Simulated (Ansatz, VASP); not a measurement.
## Ge in VASP and in Ansatz

```
CELL_PARAMETERS angstrom
0.00000 2.82877 2.82877
2.82877 0.00000 2.82877
2.82877 2.82877 0.00000
ATOMIC_POSITIONS crystal
Ge 0.50000 0.50000 0.50000
Ge 0.75000 0.75000 0.75000
```

Alike in both runs: task electric field gradients; functional PBE; k mesh 10 × 10 × 10; occupations fermi-dirac, width 0.05 eV; non-collinear spin, spin-orbit coupling.

```csv
,VASP,Ansatz
version,VASP 6.6.1,Ansatz 0.2.0
potentials or method,"VASP PAW PBE potentials, release 64 (Ge_d)","PAW with Ansatz's default frozen-core files, fully relativistic files with spin-orbit coupling"
plane-wave cutoff (eV),520,420
valence electrons in the cell,28,28
```

Ansatz gave:

| Property | Result |
| --- | --- |
| pressure (GPa) | 3.7 |

Problem. Which values does VASP return?

Solution. Pressure (GPa): 3.6.
